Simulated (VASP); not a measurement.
Set up this calculation in VASP 6.6.1, as the native input.

```
Task                   : single point
Functional             : PBEsol
Potentials or basis    : VASP PAW PBE potentials, release 64 (Al, Cu)
Cutoff                 : 520 eV
k mesh                 : 12 × 12 × 12
Occupations            : gaussian, width 0.1 eV
Spin                   : no spin polarisation
Dipole correction      : no
Further INCAR settings : ALGO = Normal; EDIFF = 1e-06; NBANDS = 18
```

The structure of Al3Cu lies in POSCAR:

```
Al3Cu
1.0
    4.0733079795      0.0000000000      0.0000000000
    0.0000000000      4.0733079795      0.0000000000
    0.0000000000      0.0000000000      4.0733079795
Al Cu
3 1
Direct
    0.0000000000      0.5000000000      0.5000000000
    0.5000000000      0.0000000000      0.5000000000
    0.5000000000      0.5000000000      0.0000000000
    0.0000000000      0.0000000000      0.0000000000
```

This cell differs from its parent crystal: strained.

These files were run (other wordings do the same):

INCAR

```
SYSTEM = Al3Cu
PREC = Accurate
ENCUT = 520
EDIFF = 1E-6
ISMEAR = 0
SIGMA = 0.1
LREAL = .False.
LASPH = .True.
NELM = 60
ALGO = Normal
ISIF = 2
LWAVE = .False.
LCHARG = .False.
GGA = PS
NBANDS = 18
```

KPOINTS

```
regular mesh
0
Gamma
  12 12 12
  0 0 0
```

Potentials or basis: VASP PAW PBE potentials, release 64 (Al, Cu).

The run is started by

```bash
$ cat potpaw_PBE.64/Al/POTCAR potpaw_PBE.64/Cu/POTCAR > POTCAR
$ mpirun -np 1 vasp_std > vasp.out
```

Results of the run:

```yaml
Pressure: -10.1 GPa
Band_gap_on_the_k_mesh: zero (bands 10 and 11 overlap by 4.16 eV)
```

Caveat: the cell differs from its parent crystal (strained); the cell stands under tension; the PAW data sets were made with another functional, which shifts forces and pressure a little.

Wall time 50 s on 1 thread of Intel(R) Xeon(R) 6975P-C (Granite Rapids), with other jobs on the host, peak memory 0.23 GiB.
